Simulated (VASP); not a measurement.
Set up this calculation in VASP 6.6.1, as the native input.

| Property | Result |
| --- | --- |
| Task | single point |
| Functional | LDA |
| Potentials or basis | VASP PAW LDA potentials, release 64 (Zn, S) |
| Cutoff | 520 eV |
| k mesh | 8 × 8 × 8 |
| Occupations | gaussian, width 0.01 eV |
| Spin | no spin polarisation |
| Dipole correction | no |
| Further INCAR settings | ALGO = Normal; EDIFF = 1e-06; NBANDS = 16 |

The structure of ZnS lies in POSCAR:

```
ZnS
1.0
    0.0000000000      2.6484691264      2.6484691264
    2.6484691264      0.0000000000      2.6484691264
    2.6484691264      2.6484691264      0.0000000000
Zn S
1 1
Direct
    0.7481121169      0.7481121169      0.7481121169
    0.0000000000      0.0000000000      0.0000000000
```

This cell differs from its parent crystal: atom 1 moved by [-0.01, -0.01, -0.01] A.

These files were run (other wordings do the same):

INCAR

```
SYSTEM = ZnS
PREC     = Accurate       ! precision mode
ENCUT    = 520            ! plane-wave cutoff, eV
EDIFF    = 1E-6           ! SCF threshold, eV
ISMEAR   = 0              ! smearing method
SIGMA    = 0.01           ! smearing width, eV
LREAL    = .FALSE.        ! projectors in reciprocal space
LASPH    = .TRUE.         ! aspherical terms in the spheres
NELM     = 60             ! most SCF steps
ALGO     = Normal         ! electronic algorithm
ISIF     = 2              ! what is computed and relaxed
LWAVE    = .FALSE.        ! write WAVECAR
LCHARG   = .FALSE.        ! write CHGCAR
NBANDS   = 16             ! bands
```

KPOINTS

```
regular mesh
0
G
  8 8 8
  0 0 0
```

Potentials or basis: VASP PAW LDA potentials, release 64 (Zn, S).

Run with:

```bash
$ cat potpaw_LDA.64/Zn/POTCAR potpaw_LDA.64/S/POTCAR > POTCAR
$ mpirun -np 1 vasp_std > vasp.out
```

It gave:

```yaml
Pressure: 0.2 GPa
Largest_force: 0.113 eV/Å
Band_gap_on_the_k_mesh: 2.14 eV, direct
```

Caveat: the cell differs from its parent crystal (atom 1 moved by [-0.01, -0.01, -0.01] A).

Wall time 20 s on 1 thread of AMD EPYC 9R45 96-Core Processor (Zen 5), with other jobs on the host, peak memory 0.13 GiB.
